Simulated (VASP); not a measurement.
# LiCl: single point with PBE

LiCl:

```
Li Cl
1.0
     0.00000    2.69481    2.69481
     2.69481    0.00000    2.69481
     2.69481    2.69481    0.00000
Li Cl
1 1
Cartesian
  0.0000 0.0000 0.0000
  2.6948 2.6948 2.6948
```

This cell differs from its parent crystal: Rb replaced by Li, lengths x 0.829, strained.

```json
{
  "Program": "VASP 6.6.1",
  "Task": "single point",
  "Functional": "PBE",
  "Potentials or basis": "VASP PAW PBE potentials, release 64 (Li_sv, Cl)",
  "Cutoff": "750 eV",
  "k mesh": "6 × 6 × 6",
  "Occupations": "gaussian, width 0.1 eV",
  "Spin": "no spin polarisation"
}
```

* Pressure: -3.3 GPa
* Band gap on the k mesh: 5.57 eV, direct

Levels at points of the mesh, in eV from the valence-band top:
| k point | band 1 | band 2 | band 3 | band 4 | band 5 | band 6 | band 7 | band 8 | band 9 | band 10 |
| --- | --- | --- | --- | --- | --- | --- | --- | --- | --- | --- |
| (0.00, 0.00, 0.00) | -43.83 | -12.94 | 0.00 | 0.00 | 0.00 | 5.57 | 11.78 | 11.78 | 11.78 | 13.63 |
| (0.50, 0.00, 0.00) | -43.83 | -12.54 | -2.26 | -0.20 | -0.20 | 6.59 | 9.38 | 9.38 | 11.52 | 15.89 |
| (0.50, 0.50, 0.00) | -43.83 | -12.38 | -2.28 | -0.85 | -0.85 | 7.53 | 8.46 | 11.25 | 13.02 | 13.02 |

Wall time 8 s on 1 thread of Intel(R) Xeon(R) Platinum 8559C (Emerald Rapids) (shared host), peak memory 0.19 GiB.

Caveat: the cell differs from its parent crystal (Rb replaced by Li, lengths x 0.829, strained).
